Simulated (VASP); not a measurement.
# Pt (P6_3/mmc) in VASP: a series of runs

Pt is run at these levels: PBE; tasks: single point.

Everything below comes from runs of VASP 6.6.1. Logs are shortened: lines on timing, memory, paths and dates and some standing lists are left out, and cuts for length are marked.

**1. The cell of the first run**

The structure is hexagonal, space group P6_3/mmc (No. 194). Conventional cell: a = 2.688 Å, b = 2.688 Å, c = 4.574 Å, α = 90.00°, β = 90.00°, γ = 120.00°. Pt (site symmetry -6m2) has 12 Pt at 2.69 to 2.76 Å within 3.5 Å.

**2. Single point, PBE**

File INCAR:

```
  PREC = Accurate
  ENCUT = 520
  EDIFF = 1E-6
  ISMEAR = -1
  SIGMA = 0.05
  LREAL = F
  LASPH = T
  NELM = 80
  ALGO = Fast
  ISIF = 2
  LWAVE = F
  LCHARG = F
  GGA = PE
  NBANDS = 17
```

File KPOINTS:

```
Automatic mesh
0
Gamma
  11 11 6
```

File POSCAR:

```
Pt
1.0
    2.6884514492      0.0000000000      0.0000000000
   -1.3442257246      2.3282672519      0.0000000000
    0.0000000000      0.0000000000      4.5739554141
Pt
2
Direct
    0.3333333333      0.6666666667      0.2500000000
    0.6666666667      0.3333333333      0.7500000000
```

Potentials or basis: VASP PAW PBE potentials, release 64 (Pt).

Started as:

```sh
> cat potpaw_PBE.64/Pt/POTCAR > POTCAR
> mpirun -np 1 vasp_std > vasp.out
```

OUTCAR:

```text
PREC = Accurate
   ENCUT = 520
   EDIFF = 1E-6
   ISMEAR = -1
   LREAL = F
   LASPH = T
   NELM = 80
   ISIF = 2
   GGA = PE

 ion  position               nearest neighbor table
   1  0.333  0.667  0.250-   2 2.76   2 2.76   2 2.76   2 2.76   2 2.76   2 2.76
   2  0.667  0.333  0.750-   1 2.76   1 2.76   1 2.76   1 2.76   1 2.76   1 2.76

  LATTYP: Found a hexagonal cell.
 ALAT       =     2.6884514492
 C/A-ratio  =     1.7013345789

  Lattice vectors:

 A1 = (   2.6884514492,   0.0000000000,   0.0000000000)
 A2 = (  -1.3442257246,   2.3282672519,   0.0000000000)
 A3 = (   0.0000000000,   0.0000000000,   4.5739554141)

Analysis of symmetry for initial positions (statically):
=====================================================================
 Subroutine PRICEL returns:
 Original cell was already a primitive cell.

 Routine SETGRP: Setting up the symmetry group for a
 hexagonal supercell.

 Subroutine GETGRP returns: Found 24 space group operations
 (whereof 12 operations were pure point group operations)
 out of a pool of 24 trial point group operations.

The static configuration has the point symmetry D_3d.
 The point group associated with its full space group is D_6h.

Analysis of symmetry for dynamics (positions and initial velocities):
=====================================================================
 Subroutine PRICEL returns:
 Original cell was already a primitive cell.

 Routine SETGRP: Setting up the symmetry group for a
 hexagonal supercell.

 Subroutine GETGRP returns: Found 24 space group operations
 (whereof 12 operations were pure point group operations)
 out of a pool of 24 trial point group operations.

The dynamic configuration has the point symmetry D_3d.
 The point group associated with its full space group is D_6h.

 Subroutine INISYM returns: Found 24 space group operations
 (whereof 12 operations are pure point group operations),
 and found     1 'primitive' translations

----------------------------------------------------------------------------------------

                                     Primitive cell

  volume of cell :      28.6304

  direct lattice vectors                    reciprocal lattice vectors
     2.688451449  0.000000000  0.000000000     0.371961339  0.214751979  0.000000000
    -1.344225725  2.328267252  0.000000000     0.000000000  0.429503958  0.000000000
     0.000000000  0.000000000  4.573955414     0.000000000  0.000000000  0.218629153

  length of vectors
     2.688451449  2.688451449  4.573955414     0.429503958  0.429503958  0.218629153
[... 81 lines left out ...]
   EDIFF  = 0.1E-05   stopping-criterion for ELM
   LREAL  =      F    real-space projection
   EDIFFG = 0.1E-04   stopping-criterion for IOM
   NSW    =      0    number of steps for IOM
   IBRION =     -1    ionic relax: 0-MD 1-quasi-New 2-CG
   NFREE  =      0    steps in history (QN), initial steepest desc. (CG)
   ISIF   =      2    stress and relaxation
   ISYM   =      2    0-nonsym 1-usesym 2-fastsym
   POTIM  = 0.5000    time-step for ionic-motion
   TEBEG  =    0.0;   TEEND  =   0.0 temperature during run
   PSTRESS=    0.0 pullay stress
   NELECT =      20.0000    total number of electrons
   NUPDOWN=      -1.0000    fix difference up-down
   EMIN   =  10.00;   EMAX   =-10.00  energy-range for DOS
   EFERMI =   0.00;   METHOD = LEGACY
   ISMEAR =    -1;   SIGMA  =   0.05  broadening in eV -4-tet -1-fermi 0-gaus
   EFERMI_NEDOS =   21; number of points for ismear=-14 and -15
   IALGO  =     68    algorithm
   IMIX   =      4    mixing-type and parameters
     AMIX     =   0.40;   BMIX     =  1.00
     AMIX_MAG =   1.60;   BMIX_MAG =  1.00
  volume/ion in A,a.u.               =      14.32        96.60
  Fermi-wavevector in a.u.,A,eV,Ry     =   1.452588  2.744994 28.708463  2.110012
  Thomas-Fermi vector in A             =   2.569953
   LORBIT       =      0    0 simple, 1 ext, 2 COOP (PROOUT), +10 PAW based schemes
   GGA     = PE    functional components
   LHFCALC =     F    Hartree Fock is set to
   AEXX    =    0.0000 exact exchange contribution
   IVDW    =     0    specifies the selected vdW correction
   LEPSILON=     F    determine dielectric tensor
   LRPA    =     F    only Hartree local field effects (RPA)
 non-spin polarized calculation
 RMM-DIIS sequential band-by-band and
  energy-cutoff  :      520.00
  volume of cell :       28.63
 maximum number of plane-waves:       786
 NGX is ok and might be reduce to    20
   NGX =  9   NGY =  9   NGZ = 17

 number of electron      20.0000001 magnetization

 Free energy of the ion-electron system (eV)
  ---------------------------------------------------
  ext. energy  EPLUGINS =         0.00000000
  ---------------------------------------------------
  free energy    TOTEN  =       -11.84953583 eV

  energy without entropy =      -11.81576398  energy(sigma->0) =      -11.83264990

 E-fermi :  12.2752     XC(G=0): -13.8031

 val. band max:       12.2712118808   @ k =   0.3636  -0.0000   0.1667
 cond. band min:      12.2824721765   @ k =   0.2727   0.2727   0.5000
 fundamental gap:      0.0112602957
 Fermi energy:        12.2751755517

 k-point     1 :       0.0000    0.0000    0.0000
  band No.  band energies     occupation
      1       1.4787      2.00000
      2       4.2742      2.00000
      3       7.8215      2.00000
      4       8.2837      2.00000
      5       8.2837      2.00000
      6       8.7550      2.00000
[... 457 lines left out ...]
      4       7.2012      2.00000
      5       7.9251      2.00000
      6       8.5623      2.00000
[... 9 lines left out ...]
     16      29.0346      0.00000
     17      30.0884      0.00000

 [... further k-points ...]

------------------------ aborting loop because EDIFF is reached ----------------------------------------

  FORCE on cell =-STRESS in cart. coord.  units (eV):
  Direction    XX          YY          ZZ          XY          YZ          ZX
  --------------------------------------------------------------------------------------
  -------------------------------------------------------------------------------------
  Total        5.2718371      5.2718371      5.2586415     -0.0000000      0.0000000      0.0000000
  in kB      295.0160245    295.0160245    294.2775885     -0.0000000      0.0000000      0.0000000
  external PRESSURE =     294.7698791 kB  Pullay stress =       0.0000000 kB

 VOLUME and BASIS-vectors are now :
 -----------------------------------------------------------------------------
  energy-cutoff  :      520.00
  volume of cell :       28.63
      direct lattice vectors                 reciprocal lattice vectors
     2.688451449  0.000000000  0.000000000     0.371961339  0.214751979  0.000000000
    -1.344225725  2.328267252  0.000000000     0.000000000  0.429503958  0.000000000
     0.000000000  0.000000000  4.573955414     0.000000000  0.000000000  0.218629153

 POSITION                                       TOTAL-FORCE (eV/Angst)
 -----------------------------------------------------------------------------------
     -0.00000      1.55218      1.14349        -0.000000      0.000000      0.000000
      1.34423      0.77609      3.43047         0.000000      0.000000      0.000000
 -----------------------------------------------------------------------------------
    total drift:                                0.000000     -0.000000      0.000000

  FREE ENERGIE OF THE ION-ELECTRON SYSTEM (eV)
  ---------------------------------------------------
  free  energy   TOTEN  =       -11.8495358305 eV

  energy  without entropy=      -11.8157639760  energy(sigma->0) =      -11.83264990
```

Wall time 13 s (1 thread of Intel Xeon 6975P-C, shared host); peak memory 0.16 GiB.

What came out:

```yaml
Free_energy: -11.8495 eV
Pressure: 29.5 GPa
Band_gap_on_the_k_mesh: zero (band 10 reaches 12.70 eV, above the bottom of band 11 at 11.31 eV)
```

Levels at points of the mesh, in eV from the Fermi level:
```tsv
k point	band 6	band 7	band 8	band 9	band 10	band 11	band 12	band 13	band 14	band 15
(0.00, 0.00, 0.00)	-3.52	-3.52	-2.28	-2.28	-1.01	-0.28	-0.28	5.62	14.81	15.92
(0.00, 0.00, 0.50)	-4.01	-4.01	-4.01	-0.96	-0.96	-0.96	-0.96	12.97	12.97	15.51
```

Caveat: spin-orbit coupling is left out, which moves the levels of the heavy elements.

**3. Single point, PBE**

This run uses another cell than the first one, of 14.71 Å³/atom, 1.028 times its volume.

File INCAR:

```
SYSTEM = Pt
PREC     = Accurate       ! precision mode
ENCUT    = 520            ! plane-wave cutoff, eV
EDIFF    = 1E-6           ! SCF threshold, eV
ISMEAR   = -1             ! smearing method
SIGMA    = 0.05           ! smearing width, eV
LREAL    = .False.        ! projectors in reciprocal space
LASPH    = .True.         ! aspherical terms in the spheres
NELM     = 60             ! most SCF steps
ALGO     = Normal         ! electronic algorithm
ISIF     = 2              ! what is computed and relaxed
LWAVE    = .False.        ! write WAVECAR
LCHARG   = .False.        ! write CHGCAR
GGA      = PE             ! functional
NBANDS   = 17             ! bands
```

File KPOINTS:

```
Automatic mesh
0
Gamma
  11 11 6
  0 0 0
```

File POSCAR:

```
Pt
1.0
    2.7103541845      0.0000000000      0.0000000000
   -1.3551770923      2.3472355770      0.0000000000
    0.0000000000      0.0000000000      4.6241032422
Pt
2
Direct
    0.3333333333      0.6666666667      0.2500000000
    0.6666666667      0.3333333333      0.7500000000
```

Potentials or basis: VASP PAW PBE potentials, release 64 (Pt).

Started as:

```sh
> cat potpaw_PBE.64/Pt/POTCAR > POTCAR
> mpirun -np 1 vasp_std > vasp.out
```

Wall time 14 s (1 thread of Intel Xeon 6975P-C, shared host); peak memory 0.16 GiB.

It converged, with:

```yaml
Free_energy: -11.9698 eV
Pressure: 19.5 GPa
Band_gap_on_the_k_mesh: zero (band 10 reaches 12.13 eV, above the bottom of band 11 at 10.81 eV)
```

Stress tensor (GPa, compression positive):
```
19.51  0.00  0.00
 0.00 19.51  0.00
 0.00  0.00 19.43
```

Levels at points of the mesh, in eV from the Fermi level:
```
           k point  band 7  band 8  band 9  band 10  band 11  band 12  band 13  band 14
(0.00, 0.00, 0.00)   -3.37   -2.16   -2.16    -0.91    -0.27    -0.27     5.39    14.89
(0.00, 0.00, 0.50)   -3.83   -3.83   -0.92    -0.92    -0.92    -0.92    12.75    12.75
```

Caveat: spin-orbit coupling is left out, which moves the levels of the heavy elements.

**4. Single point, PBE**

This run uses another cell than the first one, of 15.18 Å³/atom, 1.060 times its volume.

File INCAR:

```
ALGO = Fast ; EDIFF = 1E-6
ENCUT = 520 ; GGA = PE
ISIF = 2 ; ISMEAR = -1
LASPH = True ; LCHARG = True
LELF = True ; LREAL = False
LVHAR = True ; LWAVE = False
NBANDS = 17 ; NELM = 60
PREC = Accurate ; SIGMA = 0.05
```

File KPOINTS:

```
k-points
0
Gamma
  11 11 6
```

File POSCAR:

```
Pt
1.0
    2.7355199137      0.0000000000      0.0000000000
   -1.3677599569      2.3690297378      0.0000000000
    0.0000000000      0.0000000000      4.6844963489
Pt
2
Direct
    0.3333333333      0.6666666667      0.2500000000
    0.6666666667      0.3333333333      0.7500000000
```

Started as:

```sh
> cat potpaw_PBE.64/Pt/POTCAR > POTCAR
> mpirun -np 1 vasp_std > vasp.out
```

It took 16 s on 1 thread of Intel Xeon 6975P-C, shared host; peak memory 0.16 GiB.

It converged, with:

```yaml
Free_energy: -12.0547 eV
Pressure: 9.5 GPa
Band_gap_on_the_k_mesh: zero (band 10 reaches 11.51 eV, above the bottom of band 11 at 10.25 eV)
```

Levels at points of the mesh, in eV from the Fermi level:
```
           k point  band 6  band 7  band 8  band 9  band 10  band 11  band 12  band 13  band 14  band 15
(0.00, 0.00, 0.00)   -3.22   -3.22   -2.02   -2.02    -0.80    -0.25    -0.25     5.12    14.99    15.89
(0.00, 0.00, 0.50)   -3.64   -3.64   -3.64   -0.86    -0.86    -0.86    -0.86    12.48    12.48    15.49
```

Caveat: spin-orbit coupling is left out, which moves the levels of the heavy elements.

**5. Single point, PBE**

This run uses another cell than the first one, of 15.63 Å³/atom, 1.092 times its volume.

File INCAR:

```
PREC = Accurate
ENCUT = 520
EDIFF = 1E-6
ISMEAR = -1
SIGMA = 0.05
LREAL = False
LASPH = True
NELM = 80
ALGO = Normal
ISIF = 2
LWAVE = False
LCHARG = False
GGA = PE
NBANDS = 17
```

File KPOINTS:

```
regular mesh
0
Gamma
  11 11 6
```

File POSCAR:

```
Pt
1.0
    2.7588761816      0.0000000000      0.0000000000
   -1.3794380908      2.3892568591      0.0000000000
    0.0000000000      0.0000000000      4.7434470415
Pt
2
Direct
    0.3333333333      0.6666666667      0.2500000000
    0.6666666667      0.3333333333      0.7500000000
```

Started as:

```sh
> cat potpaw_PBE.64/Pt/POTCAR > POTCAR
> mpirun -np 1 vasp_std > vasp.out
```

Wall time 14 s (1 thread of Intel Xeon 6975P-C, shared host); peak memory 0.17 GiB.

The run converged. Its results:

| Property | Result |
| --- | --- |
| Free energy | -12.0861 eV |
| Pressure | 1.5 GPa |
| Band gap on the k mesh | zero (band 10 reaches 10.94 eV, above the bottom of band 11 at 9.74 eV) |

Stress tensor (GPa, compression positive):
```
1.56 0.00 0.00
0.00 1.56 0.00
0.00 0.00 1.49
```

Levels at points of the mesh, in eV from the Fermi level:
```
           k point  band 7  band 8  band 9  band 10  band 11  band 12  band 13  band 14
(0.00, 0.00, 0.00)   -3.07   -1.89   -1.89    -0.69    -0.23    -0.23     4.87    15.06
(0.00, 0.00, 0.50)   -3.46   -3.46   -0.82    -0.82    -0.82    -0.82    12.19    12.19
```

Caveat: spin-orbit coupling is left out, which moves the levels of the heavy elements.

**6. The runs side by side**

```csv
cell,gap on the mesh (eV),pressure (GPa)
"a = 2.688, b = 2.688, c = 4.574 Å, angles 90.0, 90.0, 120.0°, 2 atoms",none,29.5
"a = 2.710, b = 2.710, c = 4.624 Å, angles 90.0, 90.0, 120.0°, 2 atoms",none,19.5
"a = 2.736, b = 2.736, c = 4.684 Å, angles 90.0, 90.0, 120.0°, 2 atoms",none,9.5
"a = 2.759, b = 2.759, c = 4.743 Å, angles 90.0, 90.0, 120.0°, 2 atoms",none,1.5
```

Alike in all rows: task single point; level PBE; potentials or basis VASP PAW PBE potentials, release 64 (Pt); no spin polarisation; k mesh 11 × 11 × 6; cutoff (eV) 520; smearing fermi-dirac 0.05 eV.

Caveats: spin-orbit coupling is left out, which moves the levels of the heavy elements.

Total energies depend on the potentials used, so only differences within one code and one set of settings carry meaning.
